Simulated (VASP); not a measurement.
## W3Cl: single point with PBE

W3Cl:

```xyz
8
Lattice="5.9981 0.0000 0.0000 -2.9990 5.1945 0.0000 0.0000 0.0000 4.8144" Properties=species:S:1:pos:R:3 pbc="T T T"
W     2.9990    3.4595    1.2036
W    -1.4965    4.3270    3.6108
W     1.5025    0.8675    1.2036
W     0.0000    1.7350    3.6108
W     4.4956    0.8675    1.2036
W     1.4965    4.3270    3.6108
Cl    0.0000    3.4630    1.2036
Cl    2.9990    1.7315    3.6108
```

| Item | Value |
| --- | --- |
| Program | VASP 6.6.1 |
| Task | single point |
| Functional | PBE |
| Potentials or basis | VASP PAW PBE potentials, release 64 (W_sv, Cl) |
| Cutoff | 500 eV |
| k mesh | 6 × 6 × 4 |
| Occupations | gaussian, width 0.1 eV |
| Spin | collinear spin, zero start |
| Starting moments | [0.0, 0.0, 0.0, 0.0, 0.0, 0.0, 0.0, 0.0] μB |

- Pressure: -19.4 GPa
- Largest force: 1.513 eV/Å
- Band gap on the k mesh: zero (filled and empty bands overlap)
- Net moment: 0.00 μB per cell
- Valence electrons inside the program's atomic spheres: W 11.75; Cl 4.93

Forces in eV/Å, atoms in the order of the input:
```
W    0.000  1.513  0.000
W   -1.310  0.756  0.000
W   -1.310 -0.756  0.000
W    0.000 -1.513  0.000
W    1.310 -0.756  0.000
W    1.310  0.756  0.000
Cl   0.000  0.000  0.000
Cl   0.000  0.000  0.000
```

Stress tensor (GPa, compression positive):
```
-18.86   0.00   0.00
  0.00 -18.86   0.00
  0.00   0.00 -20.57
```

Levels at points of the mesh, in eV from the Fermi level:
Spin up:
| k point | band 45 | band 46 | band 47 | band 48 | band 49 | band 50 | band 51 | band 52 | band 53 | band 54 |
| --- | --- | --- | --- | --- | --- | --- | --- | --- | --- | --- |
| (0.00, 0.00, 0.00) | -1.07 | -1.07 | -0.70 | -0.20 | -0.20 | 0.89 | 0.89 | 1.08 | 1.08 | 1.41 |
| (0.50, 0.00, 0.00) | -1.22 | -1.14 | -0.77 | -0.55 | -0.37 | -0.18 | 0.05 | 0.38 | 0.51 | 0.77 |
| (0.00, 0.00, 0.50) | -1.99 | -1.99 | 0.24 | 0.24 | 0.24 | 0.24 | 0.55 | 0.55 | 0.74 | 0.74 |
| (0.50, 0.00, 0.50) | -1.10 | -1.10 | -0.36 | -0.36 | -0.17 | -0.17 | 0.04 | 0.04 | 0.22 | 0.22 |
Spin down:
```
           k point  band 45  band 46  band 47  band 48  band 49  band 50  band 51  band 52  band 53  band 54
(0.00, 0.00, 0.00)    -1.07    -1.07    -0.70    -0.20    -0.20     0.89     0.89     1.08     1.08     1.41
(0.50, 0.00, 0.00)    -1.22    -1.14    -0.77    -0.55    -0.37    -0.18     0.05     0.38     0.51     0.77
(0.00, 0.00, 0.50)    -1.99    -1.99     0.24     0.24     0.24     0.24     0.55     0.55     0.74     0.74
(0.50, 0.00, 0.50)    -1.10    -1.10    -0.36    -0.36    -0.17    -0.17     0.04     0.04     0.22     0.22
```

Wall time 9.4 min on 1 thread of Oxide Virtual Turin-like Processor (shared host), peak memory 0.45 GiB.

Caveat: the cell stands under tension; spin-orbit coupling is left out, which moves the levels of the heavy elements; forces of over 1 eV/Å act on the atoms, so gaps and moduli don't describe the material at rest.
